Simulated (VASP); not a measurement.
# Ru (Fm-3m) in VASP: a series of runs

The runs below take Ru through single point, with PBE+D3(BJ), RPBE+U.

Program: VASP 6.6.1. These are calculated values, not measurements. Logs are shortened: lines on timing, memory, paths and dates and some standing lists are left out, and cuts for length are marked.

## Step 1: The cell of the first run

The structure is cubic, space group Fm-3m (No. 225). The conventional cell has a = 3.830 Å, b = 3.830 Å, c = 3.830 Å, α = 90.00°, β = 90.00°, γ = 90.00°. Within 3.6 Å of Ru (site symmetry m-3m) lie 12 Ru at 2.71 Å.

## Step 2: Single point, PBE+D3(BJ)

INCAR reads:

```
  PREC = Accurate
  ENCUT = 520
  EDIFF = 1E-6
  ISMEAR = -5
  SIGMA = 0.05
  LREAL = False
  LASPH = True
  NELM = 100
  ALGO = Fast
  ISIF = 2
  LWAVE = False
  LCHARG = True
  GGA = PE
  IVDW = 12
  LELF = True
  LVHAR = True
  NBANDS = 13
```

KPOINTS reads:

```
regular mesh
0
Gamma
  12 12 12
```

POSCAR reads:

```
Ru
1.0
    2.7082189719      0.0000000000      0.0000000000
    1.3541094860      2.3453864287      0.0000000000
    1.3541094860      0.7817954762      2.2112515310
Ru
1
Direct
    0.0000000000      0.0000000000      0.0000000000
```

Potentials or basis: VASP PAW PBE potentials, release 64 (Ru_pv).

Run with:

```bash
> cat potpaw_PBE.64/Ru_pv/POTCAR > POTCAR
> mpirun -np 1 vasp_std > vasp.out
```

OUTCAR:

```text
PREC = Accurate
   ENCUT = 520
   EDIFF = 1E-6
   ISMEAR = -5
   LREAL = False
   LASPH = True
   NELM = 100
   ISIF = 2
   GGA = PE
   IVDW = 12
 IVDW          = 12

 ion  position               nearest neighbor table
   1  0.000  0.000  0.000-

  LATTYP: Found a face centered cubic cell.
 ALAT       =     3.8300000000

  Lattice vectors:

 A1 = (   2.7082189719,   0.0000000000,   0.0000000000)
 A2 = (   1.3541094860,   2.3453864287,   0.0000000000)
 A3 = (   1.3541094860,   0.7817954762,   2.2112515310)

Analysis of symmetry for initial positions (statically):
=====================================================================
 Subroutine PRICEL returns:
 Original cell was already a primitive cell.

 Routine SETGRP: Setting up the symmetry group for a
 face centered cubic supercell.

 Subroutine GETGRP returns: Found 48 space group operations
 (whereof 48 operations were pure point group operations)
 out of a pool of 48 trial point group operations.

The static configuration has the point symmetry O_h .

Analysis of symmetry for dynamics (positions and initial velocities):
=====================================================================
 Subroutine PRICEL returns:
 Original cell was already a primitive cell.

 Routine SETGRP: Setting up the symmetry group for a
 face centered cubic supercell.

 Subroutine GETGRP returns: Found 48 space group operations
 (whereof 48 operations were pure point group operations)
 out of a pool of 48 trial point group operations.

The dynamic configuration has the point symmetry O_h .

 Subroutine INISYM returns: Found 48 space group operations
 (whereof 48 operations are pure point group operations),
 and found     1 'primitive' translations

----------------------------------------------------------------------------------------

                                     Primitive cell

  volume of cell :      14.0455

  direct lattice vectors                    reciprocal lattice vectors
     2.708218972  0.000000000  0.000000000     0.369246361 -0.213184486 -0.150744196
     1.354109486  2.345386429  0.000000000     0.000000000  0.426368972 -0.150744196
     1.354109486  0.781795476  2.211251531     0.000000000  0.000000000  0.452232587

  length of vectors
     2.708218972  2.708218972  2.708218972     0.452232587  0.452232587  0.452232587

  position of ions in fractional coordinates (direct lattice)
[... 85 lines left out ...]
   ISIF   =      2    stress and relaxation
   ISYM   =      2    0-nonsym 1-usesym 2-fastsym
   POTIM  = 0.5000    time-step for ionic-motion
   TEBEG  =    0.0;   TEEND  =   0.0 temperature during run
   PSTRESS=    0.0 pullay stress
   NELECT =      14.0000    total number of electrons
   NUPDOWN=      -1.0000    fix difference up-down
   EMIN   =  10.00;   EMAX   =-10.00  energy-range for DOS
   EFERMI =   0.00;   METHOD = LEGACY
   ISMEAR =    -5;   SIGMA  =   0.05  broadening in eV -4-tet -1-fermi 0-gaus
   EFERMI_NEDOS =   21; number of points for ismear=-14 and -15
   IALGO  =     68    algorithm
   IMIX   =      4    mixing-type and parameters
     AMIX     =   0.40;   BMIX     =  1.00
     AMIX_MAG =   1.60;   BMIX_MAG =  1.00
  volume/ion in A,a.u.               =      14.05        94.78
  Fermi-wavevector in a.u.,A,eV,Ry     =   1.635330  3.090326 36.386117  2.674304
  Thomas-Fermi vector in A             =   2.726821
   LORBIT       =      0    0 simple, 1 ext, 2 COOP (PROOUT), +10 PAW based schemes
   GGA     = PE    functional components
   LHFCALC =     F    Hartree Fock is set to
   AEXX    =    0.0000 exact exchange contribution
   IVDW    =    12    specifies the selected vdW correction
   LEPSILON=     F    determine dielectric tensor
   LRPA    =     F    only Hartree local field effects (RPA)
 non-spin polarized calculation
 RMM-DIIS sequential band-by-band and
 Fermi weights with tetrahedron method with Bloechl corrections
  energy-cutoff  :      520.00
  volume of cell :       14.05
 maximum number of plane-waves:       388
   NGX =  9   NGY =  9   NGZ =  9

 number of electron      13.9999998 magnetization

 Free energy of the ion-electron system (eV)
  ---------------------------------------------------
  ext. energy  EPLUGINS =         0.00000000
  ---------------------------------------------------
  free energy    TOTEN  =        -9.11844830 eV

  energy without entropy =       -9.11844830  energy(sigma->0) =       -9.11844830

 E-fermi :  12.1369     XC(G=0): -13.9111

 val. band max:       12.2667981157   @ k =   0.4167  -0.0000  -0.0000
 cond. band min:      12.1712603049   @ k =   0.2500   0.0000   0.0000
 fundamental gap:     -0.0955378108
 Fermi energy:        12.1369211252

 k-point     1 :       0.0000    0.0000    0.0000
  band No.  band energies     occupation
      1     -30.2920      2.00000
      2     -30.2920      2.00000
      3     -30.2920      2.00000
      4       4.4419      2.00000
      5       9.6867      2.00000
      6       9.6867      2.00000
      7       9.6867      2.00000
      8      12.0094      2.00000
      9      12.0094      2.00000
     10      22.6957      0.00000
     11      27.2255      0.00000
     12      32.7826      0.00000
     13      32.7826      0.00000
[... 354 lines left out ...]
  band No.  band energies     occupation
      1     -31.1562      2.00000
      2     -30.5954      2.00000
      3     -30.4562      2.00000
      4       7.1134      2.00000
      5       8.8780      2.00000
      6      10.3058      2.00000
      7      10.6708      2.00000
      8      13.4175      0.00000
      9      17.0375      0.00000
     10      21.7704      0.00000
     11      22.6983      0.00000
     12      27.9767      0.00000
     13      30.8291      0.00000

 [... further k-points ...]

------------------------ aborting loop because EDIFF is reached ----------------------------------------

 Edisp (eV)   -0.60242

 E8    (eV) :    -0.2747

  FORCE on cell =-STRESS in cart. coord.  units (eV):
  Direction    XX          YY          ZZ          XY          YZ          ZX
  --------------------------------------------------------------------------------------
  -------------------------------------------------------------------------------------
  Total      -1.03153    -1.03153    -1.03153    -0.00000     0.00000    -0.00000
  in kB    -117.66743  -117.66743  -117.66743    -0.00000     0.00000    -0.00000
  external pressure =     -117.67 kB  Pullay stress =        0.00 kB

 VOLUME and BASIS-vectors are now :
 -----------------------------------------------------------------------------
  energy-cutoff  :      520.00
  volume of cell :       14.05
      direct lattice vectors                 reciprocal lattice vectors
     2.708218972  0.000000000  0.000000000     0.369246361 -0.213184486 -0.150744196
     1.354109486  2.345386429  0.000000000     0.000000000  0.426368972 -0.150744196
     1.354109486  0.781795476  2.211251531     0.000000000  0.000000000  0.452232587

 POSITION                                       TOTAL-FORCE (eV/Angst)
 -----------------------------------------------------------------------------------
      0.00000      0.00000      0.00000         0.000000      0.000000      0.000000
 -----------------------------------------------------------------------------------
    total drift:                                0.000000      0.000000      0.000000

  FREE ENERGIE OF THE ION-ELECTRON SYSTEM (eV)
  ---------------------------------------------------
  free  energy   TOTEN  =        -9.7208732758 eV

  energy  without entropy=       -9.7208732758  energy(sigma->0) =       -9.72087328
```

OSZICAR:

```text
N       E                     dE             d eps       ncg     rms          rms(c)
DAV:   1     0.105105703022E+03    0.10511E+03   -0.83872E+03  1880   0.114E+03
DAV:   2    -0.859391473801E+01   -0.11370E+03   -0.10945E+03  2052   0.322E+02
DAV:   3    -0.979528447708E+01   -0.12014E+01   -0.11964E+01  2052   0.366E+01
DAV:   4    -0.979889639159E+01   -0.36119E-02   -0.36107E-02  2057   0.212E+00
DAV:   5    -0.979892036479E+01   -0.23973E-04   -0.23974E-04  2137   0.160E-01    0.116E+01
RMM:   6    -0.915951207075E+01    0.63941E+00   -0.10048E+00  1908   0.993E+00    0.298E+00
RMM:   7    -0.912184274264E+01    0.37669E-01   -0.93858E-02  1917   0.312E+00    0.695E-01
RMM:   8    -0.911831030226E+01    0.35324E-02   -0.79217E-03  2041   0.102E+00    0.154E-01
RMM:   9    -0.911845339358E+01   -0.14309E-03   -0.79659E-04  2151   0.328E-01    0.496E-02
RMM:  10    -0.911843852415E+01    0.14869E-04   -0.82737E-05  2158   0.118E-01    0.123E-02
RMM:  11    -0.911845150487E+01   -0.12981E-04   -0.28230E-05  2193   0.656E-02    0.229E-03
RMM:  12    -0.911844734228E+01    0.41626E-05   -0.43368E-06  1803   0.290E-02    0.117E-03
RMM:  13    -0.911844830115E+01   -0.95887E-06   -0.10061E-06  1194   0.132E-02
   1 F= -.97208733E+01 E0= -.97208733E+01  d E =0.000000E+00
```

stdout:

```text
POSCAR found type information on POSCAR Ru
 POSCAR found :  1 types and       1 ions
 scaLAPACK will be used
 LDA part: xc-table for (Slater+PW92), standard interpolation
 POSCAR, INCAR and KPOINTS ok, starting setup
 FFT: planning ... GRIDC
 FFT: planning ... GRID_SOFT
 FFT: planning ... GRID
 WAVECAR not read
 entering main loop
 -----------------------------------------------------------------------------
|                                                                             |
|           W    W    AA    RRRRR   N    N  II  N    N   GGGG   !!!           |
|           W    W   A  A   R    R  NN   N  II  NN   N  G    G  !!!           |
|           W    W  A    A  R    R  N N  N  II  N N  N  G       !!!           |
|           W WW W  AAAAAA  RRRRR   N  N N  II  N  N N  G  GGG   !            |
|           WW  WW  A    A  R   R   N   NN  II  N   NN  G    G                |
|           W    W  A    A  R    R  N    N  II  N    N   GGGG   !!!           |
|                                                                             |
|     Tetrahedron method does not include variations of the Fermi             |
|     occupations, so forces and stress will be inaccurate. We suggest        |
|     using a different smearing scheme ISMEAR = 1 or 2 for metals in         |
|     relaxations.                                                            |
|                                                                             |
 -----------------------------------------------------------------------------
```

Run time: 5.6 s. Hardware: 1 thread of Intel Xeon 6975P-C (Granite Rapids), shared host; peak memory 0.14 GiB.

Results:

| Property | Result |
| --- | --- |
| Free energy | -9.7209 eV |
| Pressure | -11.8 GPa |
| Band gap on the k mesh | zero (band 7 reaches 14.27 eV, above the bottom of band 8 at 11.02 eV) |
| Dispersion energy per atom | -0.602 eV |

Levels at points of the mesh, in eV from the Fermi level:
| k point | band 3 | band 4 | band 5 | band 6 | band 7 | band 8 | band 9 | band 10 | band 11 | band 12 |
| --- | --- | --- | --- | --- | --- | --- | --- | --- | --- | --- |
| (0.00, 0.00, 0.00) | -42.43 | -7.70 | -2.45 | -2.45 | -2.45 | -0.13 | -0.13 | 10.56 | 15.09 | 20.65 |
| (0.50, 0.00, 0.00) | -42.56 | -5.81 | -2.57 | -2.57 | 1.02 | 1.65 | 1.65 | 9.67 | 10.56 | 14.68 |
| (0.50, 0.50, 0.00) | -42.77 | -6.08 | -5.62 | 1.60 | 2.13 | 2.13 | 3.57 | 10.56 | 13.25 | 13.25 |

Caveat: pairwise dispersion overbinds metals, which lowers pressure and volume; tetrahedron occupations give inexact forces and stress in metals.

## Step 3: Single point, RPBE+U (volume scaled by 0.94)

INCAR reads:

```
  PREC = Accurate
  ENCUT = 520
  EDIFF = 1E-6
  ISMEAR = -5
  SIGMA = 0.05
  LREAL = F
  LASPH = T
  NELM = 150
  ALGO = Normal
  ISIF = 2
  LWAVE = F
  LCHARG = T
  LMAXMIX = 4
  LDAU = T
  LDAUTYPE = 2
  LDAUL = 2
  LDAUU = 6
  LDAUJ = 0
  LDAUPRINT = 1
  GGA = RP
  LELF = T
  LVHAR = T
  NBANDS = 13
```

KPOINTS is that of step 2.

POSCAR reads:

```
Ru
1.0
    0.0000000000      1.8759073982      1.8759073982
    1.8759073982      0.0000000000      1.8759073982
    1.8759073982      1.8759073982      0.0000000000
Ru
1
Direct
    0.0000000000      0.0000000000      0.0000000000
```

Potentials or basis: VASP PAW PBE potentials, release 64 (Ru_pv).

Run with:

```bash
> cat potpaw_PBE.64/Ru_pv/POTCAR > POTCAR
> mpirun -np 1 vasp_std > vasp.out
```

Wall time 15 s (1 thread of Intel Xeon Platinum 8259CL at 2.50GHz (Skylake/Cascade Lake), shared host); peak memory 0.13 GiB.

The run converged. Its results:

```yaml
Free_energy: -1.3014 eV
Pressure: 11.7 GPa
Band_gap_on_the_k_mesh: zero (band 7 reaches 15.39 eV, above the bottom of band 8 at 11.31 eV)
```

Levels at points of the mesh, in eV from the Fermi level:
```
           k point  band 4  band 5  band 6  band 7  band 8  band 9  band 10  band 11
(0.00, 0.00, 0.00)   -7.44   -2.43   -2.43   -2.43   -0.41   -0.41    11.55    15.58
(0.50, 0.00, 0.00)   -5.94   -2.89   -2.89    1.68    1.89    1.89    10.96    11.55
(0.50, 0.50, 0.00)   -6.76   -5.90    1.50    2.64    2.64    4.40    11.55    14.32
```

Eigenvalues of the final occupation matrices:
```csv
site,spin,trace,eigenvalues
site 1 d,1,3.07,0.58 0.58 0.58 0.67 0.67
site 1 d,2,3.07,0.58 0.58 0.58 0.67 0.67
```

Caveat: the PAW data sets were made with another functional, which shifts forces and pressure a little; U without spin polarisation on a metal has little footing; the U is typed as a test and isn't derived for this compound; tetrahedron occupations give inexact forces and stress in metals.

[end of part 1 of 2]
